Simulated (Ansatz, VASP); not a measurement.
# SrO: VASP beside Ansatz

Contents of POSCAR:

```
SrO
1.0
    0.0000000000      2.6761227151      2.5798927168
    2.6761227151      0.0000000000      2.5798927168
    2.6761227151      2.6761227151      0.0000000000
Sr O
1 1
Direct
    0.5000000000      0.5000000000      0.5000000000
    0.0000000000      0.0000000000      0.0000000000
```

The input INCAR.step1:

```
SYSTEM = SrO
  PREC = Accurate
  ENCUT = 520
  ISMEAR = 0
  SIGMA = 0.01
  LREAL = .False.
  LASPH = .True.
  NELM = 100
  NBANDS = 15
  GGA = PE
  ALGO = Normal
  EDIFF = 1E-4
  LWAVE = .True.
  LCHARG = .False.
```

Contents of INCAR.step2:

```
SYSTEM = SrO
  PREC = Accurate
  ENCUT = 520
  EDIFF = 1E-7
  ISMEAR = 0
  SIGMA = 0.01
  LREAL = .False.
  LASPH = .True.
  NELM = 100
  ALGO = Normal
  ISIF = 2
  LWAVE = .False.
  LCHARG = .True.
  METAGGA = R2SCAN
  LMIXTAU = .True.
  LELF = .True.
  LVHAR = .True.
  NBANDS = 15
  ISTART = 1
```

KPOINTS

```
regular mesh
0
Gamma
  8 8 8
  0 0 0
```

Input for Ansatz:

```yaml
crystal:
  lattice:
    - [0.0, 2.6761227151, 2.5798927168]
    - [2.6761227151, 0.0, 2.5798927168]
    - [2.6761227151, 2.6761227151, 0.0]
  atoms:
    - { symbol: Sr, position: [0.5, 0.5, 0.5] }
    - { symbol: O, position: [0.0, 0.0, 0.0] }
kpoints:
  mp_grid: { grid: [8, 8, 8] }
  band_path:
    path:
      - [0.0, 0.0, 0.0]
      - [0.5, 0.0, 0.5]
      - [0.625, 0.25, 0.625]
      - [0.375, 0.375, 0.75]
      - [0.5, 0.5, 0.5]
      - [0.5, 0.25, 0.75]
      - [0.5, 0.5, 0.0]
    npoints: 1
hamiltonian:
  xc: r2scan
scf:
  occupations: { method: fixed }
  n_extra_bands: 4
output:
  forces: true
  stress: true
  eigenvalues: true
  write_density: true
  write_potential: true
  elf: true
  volumetric_format: npy
```

Change from the starting cell: biaxial_xy strain +3.7%.

Alike in both runs: task single point; functional r2SCAN; k mesh 8 × 8 × 8; no spin polarisation.

|  | VASP | Ansatz |
| --- | --- | --- |
| version | VASP 6.6.1 | Ansatz 0.2.0 |
| potentials or method | VASP PAW PBE potentials, release 64 (Sr_sv, O) | plane waves, PAW |
| plane-wave cutoff (eV) | 520 | 500 |
| occupations | gaussian, width 0.01 eV | fixed |
| valence electrons in the cell | 16 | 16 |

```csv
,VASP,Ansatz,Ansatz less VASP
gap on the k mesh at the Fermi level (eV),3.61,3.66,+0.046
pressure (GPa),-5.2,-5.6,-0.38
"traceless stress, the component that is largest in VASP (GPa)",2.39,2.25,-0.132
```

VASP's potentials were made for PBE, not for r2SCAN.
